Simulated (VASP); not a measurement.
Wanted: the native input for a VASP 6.6.1 run.

```yaml
Task: single point
Functional: PBE
Potentials_or_basis: VASP PAW PBE potentials, release 64 (Na_pv, Zr_sv, N)
Cutoff: 520 eV
k_mesh: 4 × 4 × 4
Occupations: gaussian, width 0.1 eV
Spin: no spin polarisation
Dipole_correction: no
Further_INCAR_settings: ALGO = Normal; EDIFF = 1e-06; NBANDS = 42
```

The structure of NaZr3N4 lies in POSCAR:

```
NaZr3N4
1.0
    5.4352244300      0.0000000000      0.0000000000
    0.0000000000      5.4352244300      0.0000000000
    0.0000000000      0.0000000000      5.4352244300
Na Zr N
1 3 4
Direct
    0.5000000000      0.5000000000      0.5000000000
    0.0000000000      0.0000000000      0.5000000000
    0.5000000000      0.0000000000      0.0000000000
    0.0000000000      0.5000000000      0.0000000000
    0.2456870000      0.2456870000      0.7543130000
    0.7543130000      0.7543130000      0.7543130000
    0.2456870000      0.7543130000      0.2456870000
    0.7543130000      0.2456870000      0.2456870000
```

These files were run (other wordings do the same):

INCAR

```
SYSTEM = NaZr3N4
ALGO = Normal
EDIFF = 1E-6
ENCUT = 520
GGA = PE
ISIF = 2
ISMEAR = 0
LASPH = .TRUE.
LCHARG = .TRUE.
LELF = .TRUE.
LREAL = .FALSE.
LVHAR = .TRUE.
LWAVE = .FALSE.
NBANDS = 42
NELM = 100
PREC = Accurate
SIGMA = 0.1
```

KPOINTS

```
k-points
0
G
  4 4 4
  0 0 0
```

Potentials or basis: VASP PAW PBE potentials, release 64 (Na_pv, Zr_sv, N).

Run with:

```console
$ cat potpaw_PBE.64/Na_pv/POTCAR potpaw_PBE.64/Zr_sv/POTCAR potpaw_PBE.64/N/POTCAR > POTCAR
$ mpirun -np 1 vasp_std > vasp.out
```

Results of the run:

```yaml
Pressure: -23.3 GPa
Largest_force: 2.288 eV/Å
```

Caveat: forces of over 1 eV/Å act on the atoms, so gaps and moduli don't describe the material at rest.

Wall time 36 s on 1 thread of Intel(R) Xeon(R) Platinum 8559C (Emerald Rapids) (shared host), peak memory 0.25 GiB.
